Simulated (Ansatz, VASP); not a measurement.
Sb2S3: VASP beside Ansatz

The input POSCAR:

```
Sb2S3
1.0
   11.4742503611      0.0000000000      0.0000000000
    0.0000000000      3.8416509770      0.0000000000
    0.0000000000      0.0000000000     11.2061015322
Sb S
8 12
Direct
    0.8524507075      0.7500000000      0.4651344503
    0.1475492925      0.2500000000      0.5348655497
    0.6475492925      0.2500000000      0.9651344503
    0.3524507075      0.7500000000      0.0348655497
    0.9711746733      0.2500000000      0.1734027053
    0.0288253267      0.7500000000      0.8265972947
    0.5288253267      0.7500000000      0.6734027053
    0.4711746733      0.2500000000      0.3265972947
    0.8759922947      0.7500000000      0.0609187025
    0.1240077053      0.2500000000      0.9390812975
    0.6240077053      0.2500000000      0.5609187025
    0.3759922947      0.7500000000      0.4390812975
    0.0495693771      0.7500000000      0.3774422728
    0.9504306229      0.2500000000      0.6225577272
    0.4504306229      0.2500000000      0.8774422728
    0.5495693771      0.7500000000      0.1225577272
    0.2952777587      0.2500000000      0.1909133329
    0.7047222413      0.7500000000      0.8090866671
    0.2047222413      0.7500000000      0.6909133329
    0.7952777587      0.2500000000      0.3090866671
```

Contents of INCAR.step1:

```
PREC = Accurate
ENCUT = 550
ISMEAR = 0
SIGMA = 0.01
LREAL = F
LASPH = T
NELM = 120
NBANDS = 72
GGA = PE
ALGO = Normal
EDIFF = 1E-5
LWAVE = T
LCHARG = F
GGA_COMPAT = F
```

The input INCAR.step2:

```
PREC = Accurate
ENCUT = 550
EDIFF = 1E-6
ISMEAR = 0
SIGMA = 0.01
LREAL = F
LASPH = T
NELM = 120
ALGO = Normal
ISIF = 2
LWAVE = F
LCHARG = F
METAGGA = R2SCAN
LMIXTAU = T
NBANDS = 72
ISTART = 1
GGA_COMPAT = F
```

Contents of KPOINTS:

```
regular mesh
0
Gamma
  2 6 2
```

Input for Ansatz:

```yaml
crystal:
  lattice:
    - [11.4742503611, 0.0, 0.0]
    - [0.0, 3.841650977, 0.0]
    - [0.0, 0.0, 11.2061015322]
  atoms:
    - { symbol: Sb, position: [0.8524507075, 0.75, 0.4651344503] }
    - { symbol: Sb, position: [0.1475492925, 0.25, 0.5348655497] }
    - { symbol: Sb, position: [0.6475492925, 0.25, 0.9651344503] }
    - { symbol: Sb, position: [0.3524507075, 0.75, 0.0348655497] }
    - { symbol: Sb, position: [0.9711746733, 0.25, 0.1734027053] }
    - { symbol: Sb, position: [0.0288253267, 0.75, 0.8265972947] }
    - { symbol: Sb, position: [0.5288253267, 0.75, 0.6734027053] }
    - { symbol: Sb, position: [0.4711746733, 0.25, 0.3265972947] }
    - { symbol: S, position: [0.8759922947, 0.75, 0.0609187025] }
    - { symbol: S, position: [0.1240077053, 0.25, 0.9390812975] }
    - { symbol: S, position: [0.6240077053, 0.25, 0.5609187025] }
    - { symbol: S, position: [0.3759922947, 0.75, 0.4390812975] }
    - { symbol: S, position: [0.0495693771, 0.75, 0.3774422728] }
    - { symbol: S, position: [0.9504306229, 0.25, 0.6225577272] }
    - { symbol: S, position: [0.4504306229, 0.25, 0.8774422728] }
    - { symbol: S, position: [0.5495693771, 0.75, 0.1225577272] }
    - { symbol: S, position: [0.2952777587, 0.25, 0.1909133329] }
    - { symbol: S, position: [0.7047222413, 0.75, 0.8090866671] }
    - { symbol: S, position: [0.2047222413, 0.75, 0.6909133329] }
    - { symbol: S, position: [0.7952777587, 0.25, 0.3090866671] }
kpoints:
  mp_grid: { grid: [2, 6, 2] }
  band_path:
    path:
      - [0.0, 0.0, 0.0]
      - [0.5, 0.0, 0.0]
      - [0.5, 0.5, 0.0]
      - [0.0, 0.5, 0.0]
      - [0.0, 0.0, 0.5]
      - [0.5, 0.0, 0.5]
      - [0.5, 0.5, 0.5]
      - [0.0, 0.5, 0.5]
      - [0.0, 0.0, 0.4375]
      - [0.0, 0.0, 0.45]
    npoints: 1
hamiltonian:
  xc: r2scan
scf:
  occupations: { method: fixed }
  n_extra_bands: 9
output:
  forces: true
  stress: true
  eigenvalues: true
```

Alike in both runs: task single point; functional r2SCAN; k mesh 2 × 6 × 2; no spin polarisation.

|  | VASP | Ansatz |
| --- | --- | --- |
| version | VASP 6.6.1 | Ansatz 0.2.0 |
| potentials or method | VASP PAW PBE potentials, release 64 (Sb, S) | plane waves, PAW |
| plane-wave cutoff (eV) | 550 | 500 |
| occupations | gaussian, width 0.01 eV | fixed |
| valence electrons in the cell | 112 | 192 |

VASP gave:

| Item | Value |
| --- | --- |
| gap on the k mesh at the Fermi level (eV) | 1.47 |
| pressure (GPa) | 0.8 |
| traceless stress, the component that is largest in VASP (GPa) | 0.09 |
| rms of the force components (eV/Å) | 0.012 |

Question: Estimate Ansatz's values.

Answer: gap on the k mesh at the Fermi level (eV): 1.50; pressure (GPa): 0.8; traceless stress, the component that is largest in VASP (GPa): 0.02; rms of the force components (eV/Å): 0.023.

VASP's potentials were made for PBE, not for r2SCAN. Atom by atom the forces differ by 0.015 eV/Å (rms over components). VASP's potentials hold 112 valence electrons a cell and Ansatz's 192, so a difference there can come from the potentials and not from the codes.

Neither program's run includes spin-orbit coupling.
